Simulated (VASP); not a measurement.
# TiTe (rocksalt type) (Fm-3m) in VASP: a series of runs

TiTe (rocksalt type) is run at these levels: LDA; tasks: single point.

Program: VASP 6.6.1. These are calculated values, not measurements. Logs are shortened: lines on timing, memory, paths and dates and some standing lists are left out, and cuts for length are marked.

### 1 The cell of the first run

It takes space group Fm-3m (No. 225, cubic). Conventional cell: a = 4.649 Å, b = 4.649 Å, c = 4.649 Å, α = 90.00°, β = 90.00°, γ = 90.00°. Within 3.1 Å of Ti (site symmetry m-3m) lie 6 Te at 2.32 Å. Within 3.1 Å of Te (site symmetry m-3m) lie 6 Ti at 2.32 Å.

### 2 Single point, LDA

INCAR reads:

```
  PREC = Accurate
  ENCUT = 520
  EDIFF = 1E-7
  ISMEAR = -1
  SIGMA = 0.05
  LREAL = False
  LASPH = True
  NELM = 60
  ALGO = Normal
  ISIF = 2
  LWAVE = False
  LCHARG = True
  LELF = True
  LVHAR = True
  NBANDS = 16
```

KPOINTS reads:

```
Automatic mesh
0
Gamma
  12 12 12
```

POSCAR reads:

```
TiTe
1.0
    0.0000000000      2.3244517601      2.3244517601
    2.3244517601      0.0000000000      2.3244517601
    2.3244517601      2.3244517601      0.0000000000
Ti Te
1 1
Direct
    0.0000000000      0.0000000000      0.0000000000
    0.5000000000      0.5000000000      0.5000000000
```

Potentials or basis: VASP PAW LDA potentials, release 64 (Ti_sv, Te).

Run with:

```sh
$ cat potpaw_LDA.64/Ti_sv/POTCAR potpaw_LDA.64/Te/POTCAR > POTCAR
$ mpirun -np 1 vasp_std > vasp.out
```

OUTCAR:

```text
PREC = Accurate
   ENCUT = 520
   EDIFF = 1E-7
   ISMEAR = -1
   LREAL = False
   LASPH = True
   NELM = 60
   ISIF = 2

 ion  position               nearest neighbor table
   1  0.000  0.000  0.000-   2 2.32   2 2.32   2 2.32   2 2.32   2 2.32   2 2.32
   2  0.500  0.500  0.500-   1 2.32   1 2.32   1 2.32   1 2.32   1 2.32   1 2.32

  LATTYP: Found a face centered cubic cell.
 ALAT       =     4.6489035202

  Lattice vectors:

 A1 = (   0.0000000000,   2.3244517601,   2.3244517601)
 A2 = (   2.3244517601,   0.0000000000,   2.3244517601)
 A3 = (   2.3244517601,   2.3244517601,   0.0000000000)

Analysis of symmetry for initial positions (statically):
[... 33 lines left out ...]
                                     Primitive cell

  volume of cell :      25.1184

  direct lattice vectors                    reciprocal lattice vectors
     0.000000000  2.324451760  2.324451760    -0.215104486  0.215104486  0.215104486
     2.324451760  0.000000000  2.324451760     0.215104486 -0.215104486  0.215104486
     2.324451760  2.324451760  0.000000000     0.215104486  0.215104486 -0.215104486

  length of vectors
     3.287271204  3.287271204  3.287271204     0.372571898  0.372571898  0.372571898

  position of ions in fractional coordinates (direct lattice)
     0.000000000  0.000000000  0.000000000
     0.500000000  0.500000000  0.500000000

  ion indices of the primitive-cell ions
   primitive index   ion index
                 1           1
                 2           2

----------------------------------------------------------------------------------------

 KPOINTS: Automatic mesh

Automatic generation of k-mesh.
 Grid dimensions read from file:
 generate k-points for:   12   12   12

 Generating k-lattice:

  Cartesian coordinates                     Fractional coordinates (reciprocal lattice)
    -0.017925374  0.017925374  0.017925374     0.083333333  0.000000000  0.000000000
     0.017925374 -0.017925374  0.017925374     0.000000000  0.083333333  0.000000000
     0.017925374  0.017925374 -0.017925374     0.000000000  0.000000000  0.083333333

  Length of vectors
     0.031047658  0.031047658  0.031047658

  Shift w.r.t. Gamma in fractional coordinates (k-lattice)
     0.000000000  0.000000000  0.000000000

 Subroutine IBZKPT returns following result:
 ===========================================

 Found     72 irreducible k-points:

 Following reciprocal coordinates:
            Coordinates               Weight
  0.000000  0.000000  0.000000      1.000000
  0.083333  0.000000  0.000000      8.000000
  0.166667  0.000000  0.000000      8.000000
  0.250000  0.000000  0.000000      8.000000
  0.333333  0.000000  0.000000      8.000000
  0.416667  0.000000  0.000000      8.000000
[... 16 lines left out ...]
  0.500000  0.166667  0.000000     24.000000
 -0.416667  0.166667  0.000000     24.000000
 [... further k-points ...]
   k-points           NKPTS =     72   k-points in BZ     NKDIM =     72   number of bands    NBANDS=     16
   number of dos      NEDOS =    301   number of ions     NIONS =      2
   total plane-waves  NPLWV =  13824
   dimension x,y,z NGX =    24 NGY =   24 NGZ =   24
   dimension x,y,z NGXF=    48 NGYF=   48 NGZF=   48
   ions per type =               1   1
   NGX,Y,Z   is equivalent  to a cutoff of  12.14, 12.14, 12.14 a.u.
   NGXF,Y,Z  is equivalent  to a cutoff of  24.27, 24.27, 24.27 a.u.
 SYSTEM =  unknown system
   PREC   = accura    normal or accurate (medium, high low for compatibility)
   ISTART =      0    job   : 0-new  1-cont  2-samecut
   ICHARG =      2    charge: 1-file 2-atom 10-const
   ISPIN  =      1    spin polarized calculation?
   LNONCOLLINEAR =      F non collinear calculations
   LSORBIT =      F    spin-orbit coupling
   LASPH  =      T    aspherical Exc in radial PAW
   ENCUT  =  520.0 eV  38.22 Ry    6.18 a.u.   6.11  6.11  6.11*2*pi/ulx,y,z
   NELM   =     60;   NELMIN=  2; NELMDL= -5     # of ELM steps
   EDIFF  = 0.1E-06   stopping-criterion for ELM
   LREAL  =      F    real-space projection
   EDIFFG = 0.1E-05   stopping-criterion for IOM
   NSW    =      0    number of steps for IOM
   IBRION =     -1    ionic relax: 0-MD 1-quasi-New 2-CG
   NFREE  =      0    steps in history (QN), initial steepest desc. (CG)
   ISIF   =      2    stress and relaxation
   ISYM   =      2    0-nonsym 1-usesym 2-fastsym
   POTIM  = 0.5000    time-step for ionic-motion
   TEBEG  =    0.0;   TEEND  =   0.0 temperature during run
   PSTRESS=    0.0 pullay stress
   NELECT =      18.0000    total number of electrons
   NUPDOWN=      -1.0000    fix difference up-down
   EMIN   =  10.00;   EMAX   =-10.00  energy-range for DOS
   EFERMI =   0.00;   METHOD = LEGACY
   ISMEAR =    -1;   SIGMA  =   0.05  broadening in eV -4-tet -1-fermi 0-gaus
   EFERMI_NEDOS =   21; number of points for ismear=-14 and -15
   IALGO  =     38    algorithm
   IMIX   =      4    mixing-type and parameters
     AMIX     =   0.40;   BMIX     =  1.00
     AMIX_MAG =   1.60;   BMIX_MAG =  1.00
  volume/ion in A,a.u.               =      12.56        84.75
  Fermi-wavevector in a.u.,A,eV,Ry     =   1.464992  2.768433 29.200828  2.146200
  Thomas-Fermi vector in A             =   2.580902
   LORBIT       =      0    0 simple, 1 ext, 2 COOP (PROOUT), +10 PAW based schemes
   GGA     = CA    functional components
   LHFCALC =     F    Hartree Fock is set to
   AEXX    =    0.0000 exact exchange contribution
   IVDW    =     0    specifies the selected vdW correction
   LEPSILON=     F    determine dielectric tensor
   LRPA    =     F    only Hartree local field effects (RPA)
 non-spin polarized calculation
  energy-cutoff  :      520.00
  volume of cell :       25.12
 maximum number of plane-waves:       692
   NGX = 13   NGY = 13   NGZ = 13

 number of electron      17.9999997 magnetization

 Free energy of the ion-electron system (eV)
  ---------------------------------------------------
  ext. energy  EPLUGINS =         0.00000000
  ---------------------------------------------------
  free energy    TOTEN  =        -8.33902125 eV

  energy without entropy =       -8.32961369  energy(sigma->0) =       -8.33431747

 E-fermi :  18.2166     XC(G=0): -13.7058

 val. band max:       18.1940818670   @ k =  -0.2500   0.3333   0.0833
 cond. band min:      18.2259176610   @ k =   0.3333   0.0833   0.0000
 fundamental gap:      0.0318357940
 Fermi energy:        18.2166414517

 k-point     1 :       0.0000    0.0000    0.0000
  band No.  band energies     occupation
      1     -37.8489      2.00000
      2     -14.6885      2.00000
      3     -14.6885      2.00000
      4     -14.6885      2.00000
      5       0.8206      2.00000
      6      16.3301      2.00000
[... 8 lines left out ...]
     15      29.7513      0.00000
     16      31.2118      0.00000

 k-point     2 :       0.0833    0.0000    0.0000
  band No.  band energies     occupation
      1     -37.8453      2.00000
      2     -14.7227      2.00000
      3     -14.6860      2.00000
      4     -14.6860      2.00000
      5       0.9984      2.00000
      6      15.6275      2.00000
[... 8 lines left out ...]
     15      29.7813      0.00000
     16      30.8766      0.00000

 k-point     3 :       0.1667    0.0000    0.0000
  band No.  band energies     occupation
      1     -37.8351      2.00000
      2     -14.8145      2.00000
      3     -14.6790      2.00000
      4     -14.6790      2.00000
      5       1.5165      2.00000
      6      14.0641      2.00000
[... 8 lines left out ...]
     15      28.6793      0.00000
     16      29.8400      0.00000

 k-point     4 :       0.2500    0.0000    0.0000
  band No.  band energies     occupation
      1     -37.8211      2.00000
      2     -14.9362      2.00000
      3     -14.6694      2.00000
      4     -14.6694      2.00000
      5       2.3304      2.00000
      6      12.2400      2.00000
[... 8 lines left out ...]
     15      28.4759      0.00000
     16      28.4759      0.00000

 k-point     5 :       0.3333    0.0000    0.0000
  band No.  band energies     occupation
      1     -37.8072      2.00000
      2     -15.0541      2.00000
      3     -14.6597      2.00000
      4     -14.6597      2.00000
      5       3.3673      2.00000
      6      10.4372      2.00000
[... 8 lines left out ...]
     15      27.2136      0.00000
     16      27.2136      0.00000

 k-point     6 :       0.4167    0.0000    0.0000
  band No.  band energies     occupation
      1     -37.7969      2.00000
      2     -15.1381      2.00000
      3     -14.6526      2.00000
      4     -14.6526      2.00000
      5       4.4788      2.00000
      6       8.8623      2.00000
[... 8 lines left out ...]
     15      26.5720      0.00000
     16      26.5720      0.00000

 k-point     7 :       0.5000    0.0000    0.0000
  band No.  band energies     occupation
      1     -37.7932      2.00000
      2     -15.1683      2.00000
      3     -14.6500      2.00000
      4     -14.6500      2.00000
      5       5.1191      2.00000
      6       8.0681      2.00000
[... 8 lines left out ...]
     15      26.6290      0.00000
     16      26.6290      0.00000

 k-point     8 :       0.0833    0.0833    0.0000
  band No.  band energies     occupation
      1     -37.8439      2.00000
      2     -14.7103      2.00000
      3     -14.6973      2.00000
      4     -14.6973      2.00000
      5       1.0552      2.00000
      6      15.7562      2.00000
[... 8 lines left out ...]
     15      30.2408      0.00000
     16      30.5000      0.00000

 k-point     9 :       0.1667    0.0833    0.0000
  band No.  band energies     occupation
      1     -37.8357      2.00000
      2     -14.7801      2.00000
      3     -14.7025      2.00000
      4     -14.6854      2.00000
      5       1.4521      2.00000
      6      14.3366      2.00000
[... 8 lines left out ...]
     15      28.8816      0.00000
     16      29.8618      0.00000
[... 172 lines left out ...]
 k-point    19 :       0.1667    0.1667    0.0000
  band No.  band energies     occupation
      1     -37.8294      2.00000
      2     -14.7719      2.00000
      3     -14.7220      2.00000
      4     -14.7220      2.00000
      5       1.7062      2.00000
      6      13.5176      2.00000
[... 8 lines left out ...]
     15      28.5927      0.00000
     16      29.7441      0.00000

 k-point    20 :       0.2500    0.1667    0.0000
  band No.  band energies     occupation
      1     -37.8178      2.00000
      2     -14.8541      2.00000
      3     -14.7322      2.00000
      4     -14.7151      2.00000
      5       2.2516      2.00000
      6      12.4344      2.00000
[... 8 lines left out ...]
     15      27.2543      0.00000
     16      29.4451      0.00000

 k-point    21 :       0.3333    0.1667    0.0000
  band No.  band energies     occupation
      1     -37.8040      2.00000
      2     -14.9608      2.00000
      3     -14.7306      2.00000
      4     -14.7088      2.00000
      5       3.0311      2.00000
      6      11.2695      2.00000
[... 8 lines left out ...]
     15      26.6250      0.00000
     16      29.0476      0.00000

 k-point    22 :       0.4167    0.1667    0.0000
  band No.  band energies     occupation
      1     -37.7917      2.00000
      2     -15.0527      2.00000
      3     -14.7173      2.00000
      4     -14.7155      2.00000
      5       3.9454      2.00000
      6      10.0481      2.00000
[... 8 lines left out ...]
     15      27.5493      0.00000
     16      28.7887      0.00000

 k-point    23 :       0.5000    0.1667    0.0000
  band No.  band energies     occupation
      1     -37.7843      2.00000
      2     -15.1069      2.00000
      3     -14.7334      2.00000
      4     -14.6960      2.00000
      5       4.7743      2.00000
      6       9.0216      2.00000
[... 8 lines left out ...]
     15      28.3286      0.00000
     16      28.7414      0.00000

 k-point    24 :      -0.4167    0.1667    0.0000
  band No.  band energies     occupation
      1     -37.7836      2.00000
      2     -15.1118      2.00000
      3     -14.7563      2.00000
      4     -14.6724      2.00000
      5       4.9888      2.00000
      6       8.7773      2.00000
[... 8 lines left out ...]
     15      28.1616      0.00000
     16      28.7299      0.00000

 [... further k-points ...]
[... 5 lines left out ...]
  --------------------------------------------------------------------------------------
  -------------------------------------------------------------------------------------
  Total       22.5511815     22.5511815     22.5511815      0.0000000     -0.0000000      0.0000000
  in kB     1438.4284822   1438.4284822   1438.4284822      0.0000000     -0.0000000      0.0000000
  external PRESSURE =    1438.4284822 kB  Pullay stress =       0.0000000 kB

 VOLUME and BASIS-vectors are now :
 -----------------------------------------------------------------------------
  energy-cutoff  :      520.00
  volume of cell :       25.12
      direct lattice vectors                 reciprocal lattice vectors
     0.000000000  2.324451760  2.324451760    -0.215104486  0.215104486  0.215104486
     2.324451760  0.000000000  2.324451760     0.215104486 -0.215104486  0.215104486
     2.324451760  2.324451760  0.000000000     0.215104486  0.215104486 -0.215104486

 POSITION                                       TOTAL-FORCE (eV/Angst)
 -----------------------------------------------------------------------------------
      0.00000      0.00000      0.00000         0.000000      0.000000      0.000000
      2.32445      2.32445      2.32445         0.000000      0.000000      0.000000
 -----------------------------------------------------------------------------------
    total drift:                                0.000000     -0.000000     -0.000000

  FREE ENERGIE OF THE ION-ELECTRON SYSTEM (eV)
  ---------------------------------------------------
  free  energy   TOTEN  =        -8.3390212495 eV

  energy  without entropy=       -8.3296136874  energy(sigma->0) =       -8.33431747
```

Wall time 16 s (1 thread of Intel Xeon Platinum 8488C (Sapphire Rapids), shared host); peak memory 0.15 GiB.

What came out:

```yaml
Free_energy: -8.3390 eV
Pressure: 143.8 GPa
Band_gap_on_the_k_mesh: zero (band 9 reaches 18.77 eV, above the bottom of band 10 at 16.94 eV)
```

Caveat: spin-orbit coupling is left out, which moves the levels of the heavy elements.

### 3 Single point, LDA

INCAR reads:

```
PREC = Accurate ; ENCUT = 520
EDIFF = 1E-6 ; ISMEAR = -1
SIGMA = 0.05 ; LREAL = F
LASPH = T ; NELM = 60
ALGO = Normal ; ISIF = 2
LWAVE = F ; LCHARG = F
GGA = CA ; NBANDS = 16
```

KPOINTS reads:

```
regular mesh
0
Gamma
  12 12 12
```

POSCAR is that of step 2.

Potentials or basis: VASP PAW LDA potentials, release 64 (Ti_sv, Te).

Run with:

```sh
$ cat potpaw_LDA.64/Ti_sv/POTCAR potpaw_LDA.64/Te/POTCAR > POTCAR
$ mpirun -np 1 vasp_std > vasp.out
```

Wall time 15 s (1 thread of Intel Xeon Platinum 8488C (Sapphire Rapids), shared host); peak memory 0.15 GiB.

It converged, with:

```
Free energy            : -8.3390 eV
Pressure               : 143.8 GPa
Band gap on the k mesh : zero (band 9 reaches 18.77 eV, above the bottom of band 10 at 16.94 eV)
```

Levels at points of the mesh, in eV from the Fermi level:
```tsv
k point	band 7	band 8	band 9	band 10	band 11	band 12
(0.00, 0.00, 0.00)	-1.89	-1.89	-0.65	-0.65	0.81	0.81
(0.50, 0.00, 0.00)	-5.61	-5.61	0.56	0.56	1.69	3.73
(0.50, 0.50, 0.00)	-4.60	-3.07	-3.07	0.51	1.63	1.63
```

Caveat: spin-orbit coupling is left out, which moves the levels of the heavy elements.

### 4 Single point, LDA (volume scaled by 0.68)

INCAR reads:

```
SYSTEM = TiTe
PREC = Accurate
ENCUT = 520
EDIFF = 1E-6
ISMEAR = -1
SIGMA = 0.05
LREAL = .False.
LASPH = .True.
NELM = 100
ALGO = Normal
ISIF = 2
LWAVE = .False.
LCHARG = .True.
GGA = CA
LELF = .True.
LVHAR = .True.
NBANDS = 16
```

KPOINTS reads:

```
regular mesh
0
Gamma
  12 12 12
  0 0 0
```

POSCAR reads:

```
TiTe
1.0
    0.0000000000      2.4234817765      2.4234817765
    2.4234817765      0.0000000000      2.4234817765
    2.4234817765      2.4234817765      0.0000000000
Ti Te
1 1
Direct
    0.0000000000      0.0000000000      0.0000000000
    0.5000000000      0.5000000000      0.5000000000
```

Run with:

```sh
$ cat potpaw_LDA.64/Ti_sv/POTCAR potpaw_LDA.64/Te/POTCAR > POTCAR
$ mpirun -np 1 vasp_std > vasp.out
```

Run time: 33 s. Hardware: 1 thread of Intel Xeon Platinum 8488C (Sapphire Rapids), shared host; peak memory 0.16 GiB.

It converged, with:

```
Free energy            : -10.6665 eV
Pressure               : 83.8 GPa
Band gap on the k mesh : zero (band 9 reaches 16.47 eV, above the bottom of band 10 at 14.72 eV)
```

Levels at points of the mesh, in eV from the Fermi level:
| k point | band 5 | band 6 | band 7 | band 8 | band 9 | band 10 | band 11 | band 12 | band 13 | band 14 |
| --- | --- | --- | --- | --- | --- | --- | --- | --- | --- | --- |
| (0.00, 0.00, 0.00) | -16.59 | -1.60 | -1.60 | -1.60 | -0.66 | -0.66 | 0.06 | 0.06 | 0.06 | 6.03 |
| (0.50, 0.00, 0.00) | -13.12 | -9.41 | -5.19 | -5.19 | 0.54 | 0.54 | 1.37 | 3.33 | 6.39 | 6.39 |
| (0.50, 0.50, 0.00) | -13.65 | -7.62 | -3.95 | -3.33 | -3.33 | 0.34 | 1.41 | 1.41 | 2.40 | 5.60 |

Caveat: spin-orbit coupling is left out, which moves the levels of the heavy elements.

(Continued in part 2 of 2.)
